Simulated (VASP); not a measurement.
Set up this calculation in VASP 6.6.1, as the native input.

```yaml
Task: G0W0 quasiparticle levels
Functional: PBE
Potentials_or_basis: VASP PAW PBE potentials, release 64 (Li_GW, F_GW)
Cutoff: 500 eV
k_mesh: 6 × 6 × 6
Occupations: gaussian, width 0.01 eV
Spin: no spin polarisation
Dipole_correction: no
GW_scheme: G0W0
GW_iterations: 1
Cutoff_of_the_response_function: 150
Frequency_points: 96
Empty_bands: 66
Further_INCAR_settings: ALGO = EVGW0; EDIFF = 1e-08; NBANDS = 70
```

LiF:

```
CELL_PARAMETERS angstrom
0.00000 1.99487 1.99487
1.99487 0.00000 1.99487
1.99487 1.99487 0.00000
ATOMIC_POSITIONS crystal
Li 0.00000 0.00000 0.00000
F 0.50000 0.50000 0.50000
```

The input as run:

POSCAR

```
LiF
1.0
    0.0000000000      1.9948691814      1.9948691814
    1.9948691814      0.0000000000      1.9948691814
    1.9948691814      1.9948691814      0.0000000000
Li F
1 1
Direct
    0.0000000000      0.0000000000      0.0000000000
    0.5000000000      0.5000000000      0.5000000000
```

INCAR.step1

```
PREC = Accurate
ENCUT = 500
EDIFF = 1E-8
ISMEAR = 0
SIGMA = 0.01
LREAL = F
LASPH = T
NELM = 60
ALGO = Normal
LWAVE = T
LCHARG = F
GGA = PE
```

INCAR.step2

```
PREC = Accurate
ENCUT = 500
EDIFF = 1E-8
ISMEAR = 0
SIGMA = 0.01
LREAL = F
LASPH = T
NELM = 1
ALGO = Exact
LWAVE = T
LCHARG = F
GGA = PE
NBANDS = 70
LOPTICS = T
ISTART = 1
```

INCAR.step3

```
PREC = Accurate
ENCUT = 500
EDIFF = 1E-8
ISMEAR = 0
SIGMA = 0.01
LREAL = F
LASPH = T
ALGO = EVGW0
LWAVE = F
LCHARG = F
GGA = PE
NELMGW = 1
NBANDS = 70
ENCUTGW = 150.0
NOMEGA = 96
PRECFOCK = Fast
ISTART = 1
NBANDSGW = 12
OMEGAMAX = 30
```

KPOINTS

```
regular mesh
0
Gamma
  6 6 6
```

Potentials or basis: VASP PAW PBE potentials, release 64 (Li_GW, F_GW).

Launch:

```sh
$ cat potpaw_PBE.64/Li_GW/POTCAR potpaw_PBE.64/F_GW/POTCAR > POTCAR
$ cp INCAR.step1 INCAR
$ mpirun -np 1 vasp_std > vasp.out
$ cp INCAR.step2 INCAR
$ mpirun -np 1 vasp_std > vasp.out
$ cp INCAR.step3 INCAR
$ mpirun -np 1 vasp_std > vasp.out
```

Results of the run:

```
Quasiparticle gap                                   : 13.64 eV
Least direct quasiparticle gap                      : 13.64 eV
Band gap of the starting levels on the mesh         : 9.31 eV
Least direct gap of the starting levels on the mesh : 9.31 eV
```

Caveat: the k points lie up to 0.45 Å⁻¹ apart; bands, screening cutoff and mesh are small and nothing is extrapolated, so the quasiparticle values aren't converged.

It took 3.8 min on 1 thread of Intel Xeon 8259CL, with other jobs on the host, peak memory 0.29 GiB.
